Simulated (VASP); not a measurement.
# S (P4_2/mnm) in VASP: a series of runs

The runs below take S through single point, with PBE, PBE+D3(BJ), LDA.

Everything below comes from runs of VASP 6.6.1. Logs are shortened: lines on timing, memory, paths and dates and some standing lists are left out, and cuts for length are marked.

## (1) The cell of the first run

It takes space group P4_2/mnm (No. 136, tetragonal). The conventional cell has a = 5.678 Å, b = 5.678 Å, c = 2.950 Å, α = 90.00°, β = 90.00°, γ = 90.00°. S (site symmetry m2m) has 1 S at 1.90 Å within 2.5 Å.

## (2) Single point, PBE

Contents of INCAR:

```
ALGO     = Normal         # electronic algorithm
EDIFF    = 1E-6           # SCF threshold, eV
ENCUT    = 520            # plane-wave cutoff, eV
GGA      = PE             # functional
ISIF     = 2              # what is computed and relaxed
ISMEAR   = 0              # smearing method
LASPH    = True           # aspherical terms in the spheres
LCHARG   = False          # write CHGCAR
LREAL    = False          # projectors in reciprocal space
LWAVE    = False          # write WAVECAR
NBANDS   = 20             # bands
NELM     = 60             # most SCF steps
PREC     = Accurate       # precision mode
SIGMA    = 0.1            # smearing width, eV
```

Contents of KPOINTS:

```
k-points
0
Gamma
  1 1 2
```

Contents of POSCAR:

```
S
1.0
    5.6780537900      0.0000000000      0.0000000000
    0.0000000000      5.6780537900      0.0000000000
    0.0000000000      0.0000000000      2.9496155800
S
4
Direct
    0.8817096388      0.8817096388      0.5000000000
    0.1182903612      0.1182903612      0.5000000000
    0.3817096388      0.6182903612      0.0000000000
    0.6182903612      0.3817096388      0.0000000000
```

Potentials or basis: VASP PAW PBE potentials, release 64 (S).

The run is started by

```sh
$ cat potpaw_PBE.64/S/POTCAR > POTCAR
$ mpirun -np 1 vasp_std > vasp.out
```

OUTCAR:

```text
EDIFF = 1E-6
   ENCUT = 520
   GGA = PE
   ISIF = 2
   ISMEAR = 0
   LASPH = True
   LREAL = False
   NELM = 60
   PREC = Accurate

 ion  position               nearest neighbor table
   1  0.882  0.882  0.500-   2 1.90
   2  0.118  0.118  0.500-   1 1.90
   3  0.382  0.618  0.000-   4 1.90
   4  0.618  0.382  0.000-   3 1.90

  LATTYP: Found a simple tetragonal cell.
 ALAT       =     5.6780537900
 C/A-ratio  =     0.5194765124

  Lattice vectors:

 A1 = (   5.6780537900,   0.0000000000,   0.0000000000)
 A2 = (   0.0000000000,   5.6780537900,   0.0000000000)
 A3 = (   0.0000000000,   0.0000000000,   2.9496155800)

Analysis of symmetry for initial positions (statically):
=====================================================================
 Subroutine PRICEL returns:
 Original cell was already a primitive cell.

 Routine SETGRP: Setting up the symmetry group for a
 simple tetragonal supercell.

 Subroutine GETGRP returns: Found 16 space group operations
 (whereof  8 operations were pure point group operations)
 out of a pool of 16 trial point group operations.

The static configuration has the point symmetry D_2h.
 The point group associated with its full space group is D_4h.

Analysis of symmetry for dynamics (positions and initial velocities):
=====================================================================
 Subroutine PRICEL returns:
 Original cell was already a primitive cell.

 Routine SETGRP: Setting up the symmetry group for a
 simple tetragonal supercell.

 Subroutine GETGRP returns: Found 16 space group operations
 (whereof  8 operations were pure point group operations)
 out of a pool of 16 trial point group operations.

The dynamic configuration has the point symmetry D_2h.
 The point group associated with its full space group is D_4h.

 Subroutine INISYM returns: Found 16 space group operations
 (whereof  8 operations are pure point group operations),
 and found     1 'primitive' translations

----------------------------------------------------------------------------------------

                                     Primitive cell

  volume of cell :      95.0965

  direct lattice vectors                    reciprocal lattice vectors
     5.678053790  0.000000000  0.000000000     0.176116683  0.000000000  0.000000000
     0.000000000  5.678053790  0.000000000     0.000000000  0.176116683  0.000000000
     0.000000000  0.000000000  2.949615580     0.000000000  0.000000000  0.339027230

  length of vectors
     5.678053790  5.678053790  2.949615580     0.176116683  0.176116683  0.339027230

  position of ions in fractional coordinates (direct lattice)
     0.881709639  0.881709639  0.500000000
     0.118290361  0.118290361  0.500000000
     0.381709639  0.618290361  0.000000000
     0.618290361  0.381709639  0.000000000

  ion indices of the primitive-cell ions
   primitive index   ion index
                 1           1
                 2           2
                 3           3
                 4           4

----------------------------------------------------------------------------------------

 KPOINTS: k-points

Automatic generation of k-mesh.
 Grid dimensions read from file:
 generate k-points for:    1    1    2

 Generating k-lattice:

  Cartesian coordinates                     Fractional coordinates (reciprocal lattice)
     0.176116683  0.000000000  0.000000000     1.000000000  0.000000000  0.000000000
     0.000000000  0.176116683  0.000000000     0.000000000  1.000000000  0.000000000
     0.000000000  0.000000000  0.169513615     0.000000000  0.000000000  0.500000000

  Length of vectors
     0.176116683  0.176116683  0.169513615

  Shift w.r.t. Gamma in fractional coordinates (k-lattice)
     0.000000000  0.000000000  0.000000000

 Subroutine IBZKPT returns following result:
 ===========================================

 Found      2 irreducible k-points:

 Following reciprocal coordinates:
            Coordinates               Weight
  0.000000  0.000000  0.000000      1.000000
  0.000000  0.000000  0.500000      1.000000
   k-points           NKPTS =      2   k-points in BZ     NKDIM =      2   number of bands    NBANDS=     20
   number of dos      NEDOS =    301   number of ions     NIONS =      4
   total plane-waves  NPLWV =  42336
   dimension x,y,z NGX =    42 NGY =   42 NGZ =   24
   dimension x,y,z NGXF=    84 NGYF=   84 NGZF=   48
   ions per type =               4
   NGX,Y,Z   is equivalent  to a cutoff of  12.30, 12.30, 13.53 a.u.
   NGXF,Y,Z  is equivalent  to a cutoff of  24.59, 24.59, 27.05 a.u.
 SYSTEM =  unknown system
   PREC   = accura    normal or accurate (medium, high low for compatibility)
   ISTART =      0    job   : 0-new  1-cont  2-samecut
   ICHARG =      2    charge: 1-file 2-atom 10-const
   ISPIN  =      1    spin polarized calculation?
   LNONCOLLINEAR =      F non collinear calculations
   LSORBIT =      F    spin-orbit coupling
   LASPH  =      T    aspherical Exc in radial PAW
   ENCUT  =  520.0 eV  38.22 Ry    6.18 a.u.  10.56 10.56  5.48*2*pi/ulx,y,z
   NELM   =     60;   NELMIN=  2; NELMDL= -5     # of ELM steps
   EDIFF  = 0.1E-05   stopping-criterion for ELM
   LREAL  =      F    real-space projection
   EDIFFG = 0.1E-04   stopping-criterion for IOM
   NSW    =      0    number of steps for IOM
   IBRION =     -1    ionic relax: 0-MD 1-quasi-New 2-CG
   NFREE  =      0    steps in history (QN), initial steepest desc. (CG)
   ISIF   =      2    stress and relaxation
   ISYM   =      2    0-nonsym 1-usesym 2-fastsym
   POTIM  = 0.5000    time-step for ionic-motion
   TEBEG  =    0.0;   TEEND  =   0.0 temperature during run
   PSTRESS=    0.0 pullay stress
   NELECT =      24.0000    total number of electrons
   NUPDOWN=      -1.0000    fix difference up-down
   EMIN   =  10.00;   EMAX   =-10.00  energy-range for DOS
   EFERMI =   0.00;   METHOD = LEGACY
   ISMEAR =     0;   SIGMA  =   0.10  broadening in eV -4-tet -1-fermi 0-gaus
   EFERMI_NEDOS =   21; number of points for ismear=-14 and -15
   IALGO  =     38    algorithm
   IMIX   =      4    mixing-type and parameters
     AMIX     =   0.40;   BMIX     =  1.00
     AMIX_MAG =   1.60;   BMIX_MAG =  1.00
  volume/ion in A,a.u.               =      23.77       160.44
  Fermi-wavevector in a.u.,A,eV,Ry     =   1.034563  1.955041 14.562607  1.070321
  Thomas-Fermi vector in A             =   2.168865
   LORBIT       =      0    0 simple, 1 ext, 2 COOP (PROOUT), +10 PAW based schemes
   GGA     = PE    functional components
   LHFCALC =     F    Hartree Fock is set to
   AEXX    =    0.0000 exact exchange contribution
   IVDW    =     0    specifies the selected vdW correction
   LEPSILON=     F    determine dielectric tensor
   LRPA    =     F    only Hartree local field effects (RPA)
 non-spin polarized calculation
 Gauss-broadening in eV      SIGMA  =   0.10
  energy-cutoff  :      520.00
  volume of cell :       95.10
 maximum number of plane-waves:      2559
 NGX is ok and might be reduce to    42
   NGX = 21   NGY = 21   NGZ = 11

 number of electron      23.9999994 magnetization

 Free energy of the ion-electron system (eV)
  ---------------------------------------------------
  ext. energy  EPLUGINS =         0.00000000
  ---------------------------------------------------
  free energy    TOTEN  =       -16.06303905 eV

  energy without entropy =      -16.00662009  energy(sigma->0) =      -16.03482957

 E-fermi :   3.0642     XC(G=0):  -8.8378

 val. band max:        3.0641615014   @ k =   0.0000   0.0000   0.5000
 cond. band min:       3.9248570083   @ k =   0.0000   0.0000   0.0000
 fundamental gap:      0.8606955069
 Fermi energy:         3.0641615014

 k-point     1 :       0.0000    0.0000    0.0000
  band No.  band energies     occupation
      1     -13.3951      2.00000
      2     -12.8026      2.00000
      3      -7.7972      2.00000
      4      -7.7972      2.00000
      5      -2.3134      2.00000
      6      -1.9296      2.00000
      7      -1.1892      2.00000
      8      -1.1892      2.00000
      9       0.6074      2.00000
     10       1.9828      2.00000
     11       2.4961      2.00000
     12       3.9249      0.00000
     13       5.7220      0.00000
     14       5.7220      0.00000
     15       7.5935      0.00000
     16       7.5935      0.00000
     17       9.2439      0.00000
     18      10.0127      0.00000
     19      10.9524      0.00000
     20      11.4205      0.00000

 k-point     2 :       0.0000    0.0000    0.5000
  band No.  band energies     occupation
      1     -12.0709      2.00000
      2     -12.0709      2.00000
      3      -6.4471      2.00000
      4      -6.4471      2.00000
      5      -3.0247      2.00000
      6      -3.0247      2.00000
      7      -0.8560      2.00000
      8      -0.8560      2.00000
      9      -0.3995      2.00000
     10      -0.3995      2.00000
     11       1.1868      2.00000
     12       1.1868      2.00000
     13       3.0642      1.00000
     14       3.0642      1.00000
     15       6.9997      0.00000
     16       6.9997      0.00000
     17       8.7604      0.00000
     18       8.7604      0.00000
     19      11.9712      0.00000
     20      11.9718      0.00000

------------------------ aborting loop because EDIFF is reached ----------------------------------------

  FORCE on cell =-STRESS in cart. coord.  units (eV):
  Direction    XX          YY          ZZ          XY          YZ          ZX
  --------------------------------------------------------------------------------------
  -------------------------------------------------------------------------------------
  Total       -2.6997054     -2.6997054      4.5773219      0.0000000      0.0000000      0.0000000
  in kB      -45.4844075    -45.4844075     77.1183301      0.0000000      0.0000000      0.0000000
  external PRESSURE =      -4.6168283 kB  Pullay stress =       0.0000000 kB

 VOLUME and BASIS-vectors are now :
 -----------------------------------------------------------------------------
  energy-cutoff  :      520.00
  volume of cell :       95.10
      direct lattice vectors                 reciprocal lattice vectors
     5.678053790  0.000000000  0.000000000     0.176116683  0.000000000  0.000000000
     0.000000000  5.678053790  0.000000000     0.000000000  0.176116683  0.000000000
     0.000000000  0.000000000  2.949615580     0.000000000  0.000000000  0.339027230

 POSITION                                       TOTAL-FORCE (eV/Angst)
 -----------------------------------------------------------------------------------
      5.00639      5.00639      1.47481         0.167022      0.167022     -0.000000
      0.67166      0.67166      1.47481        -0.167022     -0.167022      0.000000
      2.16737      3.51069      0.00000         0.167022     -0.167022      0.000000
      3.51069      2.16737      0.00000        -0.167022      0.167022     -0.000000
 -----------------------------------------------------------------------------------
    total drift:                               -0.000000     -0.000000     -0.000000

  FREE ENERGIE OF THE ION-ELECTRON SYSTEM (eV)
  ---------------------------------------------------
  free  energy   TOTEN  =       -16.0630390480 eV

  energy  without entropy=      -16.0066200897  energy(sigma->0) =      -16.03482957
```

Wall time 9.3 s (1 thread of Intel Xeon 8259CL, shared host); peak memory 0.18 GiB.

Results:

| Quantity | Value |
| --- | --- |
| Free energy | -16.0630 eV |
| Pressure | -0.5 GPa |
| Largest force | 0.236 eV/Å |
| Band gap on the k mesh | zero (bands 12 and 13 overlap by 0.86 eV) |

Forces on the atoms (eV/Å):
```
S    0.167  0.167  0.000
S   -0.167 -0.167  0.000
S    0.167 -0.167  0.000
S   -0.167  0.167  0.000
```

Stress tensor (GPa, compression positive):
```
-4.55  0.00  0.00
 0.00 -4.55  0.00
 0.00  0.00  7.71
```

Caveat: the k points lie up to 1.11 Å⁻¹ apart, too coarse for converged energies and pressures of a metal; this functional lacks dispersion, which holds the molecules together, so the pressure and a relaxed volume are unreliable.

## (3) Single point, PBE+D3(BJ)

Contents of INCAR:

```
SYSTEM = S
ALGO     = Normal         ! electronic algorithm
EDIFF    = 1E-6           ! SCF threshold, eV
ENCUT    = 520            ! plane-wave cutoff, eV
GGA      = PE             ! functional
ISIF     = 2              ! what is computed and relaxed
ISMEAR   = 1              ! smearing method
ISYM     = 0            
IVDW     = 12             ! dispersion correction
LASPH    = .True.         ! aspherical terms in the spheres
LCHARG   = .False.        ! write CHGCAR
LREAL    = .False.        ! projectors in reciprocal space
LWAVE    = .False.        ! write WAVECAR
NBANDS   = 20             ! bands
NELM     = 100            ! most SCF steps
PREC     = Accurate       ! precision mode
SIGMA    = 0.1            ! smearing width, eV
```

Contents of KPOINTS:

```
k-points
0
Gamma
  3 1 3
  0 0 0
```

Contents of POSCAR:

```
S
1.0
    5.6780537900      0.0000000000      0.0000000000
    0.0000000000      5.6780537900      0.0000000000
    0.0000000000      0.0000000000      2.9496155800
S
4
Direct
    0.8833913800      0.8833913800      0.5000000000
    0.1166086200      0.1166086200      0.5000000000
    0.3833913800      0.6166086200      0.0000000000
    0.6166086200      0.3833913800      0.0000000000
```

Potentials or basis: VASP PAW PBE potentials, release 64 (S).

The run is started by

```sh
$ cat potpaw_PBE.64/S/POTCAR > POTCAR
$ mpirun -np 1 vasp_std > vasp.out
```

OUTCAR:

```text
SYSTEM = S
   EDIFF = 1E-6
   ENCUT = 520
   GGA = PE
   ISIF = 2
   ISMEAR = 1
   ISYM = 0
   IVDW = 12
   LASPH = .True.
   LREAL = .False.
   NELM = 100
   PREC = Accurate
 IVDW          = 12

 ion  position               nearest neighbor table
   1  0.883  0.883  0.500-   2 1.87
   2  0.117  0.117  0.500-   1 1.87
   3  0.383  0.617  0.000-   4 1.87
   4  0.617  0.383  0.000-   3 1.87

IMPORTANT INFORMATION: All symmetrisations will be switched off!
NOSYMM: (Re-)initialisation of all symmetry stuff for point group C_1.
[... 277 lines left out ...]

  FORCE on cell =-STRESS in cart. coord.  units (eV):
  Direction    XX          YY          ZZ          XY          YZ          ZX
  --------------------------------------------------------------------------------------
  -------------------------------------------------------------------------------------
  Total      -2.60047    -0.34670     2.80170     0.00004    -0.00000     0.00001
  in kB     -43.81243    -5.84110    47.20281     0.00070    -0.00005     0.00009
  external pressure =       -0.82 kB  Pullay stress =        0.00 kB

 VOLUME and BASIS-vectors are now :
 -----------------------------------------------------------------------------
  energy-cutoff  :      520.00
  volume of cell :       95.10
      direct lattice vectors                 reciprocal lattice vectors
     5.678053790  0.000000000  0.000000000     0.176116683  0.000000000  0.000000000
     0.000000000  5.678053790  0.000000000     0.000000000  0.176116683  0.000000000
     0.000000000  0.000000000  2.949615580     0.000000000  0.000000000  0.339027230

 POSITION                                       TOTAL-FORCE (eV/Angst)
 -----------------------------------------------------------------------------------
      5.01594      5.01594      1.47481        -0.361451     -0.522981      0.000002
      0.66211      0.66211      1.47481         0.361450      0.522984      0.000001
      2.17692      3.50114      0.00000        -0.361421      0.522948     -0.000000
      3.50114      2.17692      0.00000         0.361421     -0.522951     -0.000003
 -----------------------------------------------------------------------------------
    total drift:                                0.000002     -0.000003      0.000001

  FREE ENERGIE OF THE ION-ELECTRON SYSTEM (eV)
  ---------------------------------------------------
  free  energy   TOTEN  =       -16.4210738866 eV

  energy  without entropy=      -16.4127203676  energy(sigma->0) =      -16.41828938
```

OSZICAR:

```text
N       E                     dE             d eps       ncg     rms          rms(c)
DAV:   1     0.127983892396E+03    0.12798E+03   -0.10710E+04   200   0.103E+03
DAV:   2    -0.684155557759E+01   -0.13483E+03   -0.13205E+03   272   0.188E+02
DAV:   3    -0.155878525660E+02   -0.87463E+01   -0.87130E+01   272   0.521E+01
DAV:   4    -0.156829961919E+02   -0.95144E-01   -0.95100E-01   264   0.634E+00
DAV:   5    -0.156849724082E+02   -0.19762E-02   -0.19759E-02   260   0.890E-01    0.219E+01
DAV:   6    -0.154504398747E+02    0.23453E+00   -0.33435E-01   232   0.305E+00    0.118E+01
DAV:   7    -0.154197239771E+02    0.30716E-01   -0.32058E-01   236   0.280E+00    0.216E+00
DAV:   8    -0.154150513200E+02    0.46727E-02   -0.40336E-02   232   0.115E+00    0.909E-01
DAV:   9    -0.154149348607E+02    0.11646E-03   -0.37621E-03   248   0.321E-01    0.181E-01
DAV:  10    -0.154148431316E+02    0.91729E-04   -0.37406E-04   260   0.107E-01    0.186E-01
DAV:  11    -0.154148602980E+02   -0.17166E-04   -0.30109E-05   260   0.327E-02    0.206E-02
DAV:  12    -0.154148623237E+02   -0.20257E-05   -0.12286E-05   272   0.188E-02    0.128E-02
DAV:  13    -0.154148622502E+02    0.73518E-07   -0.14926E-06   192   0.762E-03
   1 F= -.16421074E+02 E0= -.16418289E+02  d E =-.835352E-02
```

stdout:

```text
POSCAR found type information on POSCAR S
 POSCAR found :  1 types and       4 ions
 scaLAPACK will be used
 LDA part: xc-table for (Slater+PW92), standard interpolation
 -----------------------------------------------------------------------------
|                                                                             |
|           W    W    AA    RRRRR   N    N  II  N    N   GGGG   !!!           |
|           W    W   A  A   R    R  NN   N  II  NN   N  G    G  !!!           |
|           W    W  A    A  R    R  N N  N  II  N N  N  G       !!!           |
|           W WW W  AAAAAA  RRRRR   N  N N  II  N  N N  G  GGG   !            |
|           WW  WW  A    A  R   R   N   NN  II  N   NN  G    G                |
|           W    W  A    A  R    R  N    N  II  N    N   GGGG   !!!           |
|                                                                             |
|     Your reciprocal lattice and k-lattice belong to different lattice       |
|     classes:                                                                |
|                                                                             |
|        The reciprocal lattice is simple tetragonal,                         |
|        whereas your k-lattice is simple orthorhombic.                       |
|                                                                             |
|     Results are often still useful ...                                      |
|                                                                             |
 -----------------------------------------------------------------------------

 POSCAR, INCAR and KPOINTS ok, starting setup
 FFT: planning ... GRIDC
 FFT: planning ... GRID_SOFT
 FFT: planning ... GRID
 WAVECAR not read
 entering main loop
```

It took 14 s on 1 thread of Intel Xeon 8259CL, shared host; peak memory 0.19 GiB.

What came out:

```
Free energy                : -16.4211 eV
Pressure                   : -0.1 GPa
Largest force              : 0.636 eV/Å
Band gap on the k mesh     : zero (bands 12 and 13 overlap by 1.75 eV)
Dispersion energy per atom : -0.252 eV
```

Forces on the atoms (eV/Å):
```
S   -0.361 -0.523  0.000
S    0.361  0.523  0.000
S   -0.361  0.523  0.000
S    0.361 -0.523  0.000
```

Stress tensor (GPa, compression positive):
```
-4.38  0.00  0.00
 0.00 -0.58  0.00
 0.00  0.00  4.72
```

Caveat: the k points lie up to 1.11 Å⁻¹ apart, too coarse for converged energies and pressures of a metal.

(Part 1 of 2 ends here.)
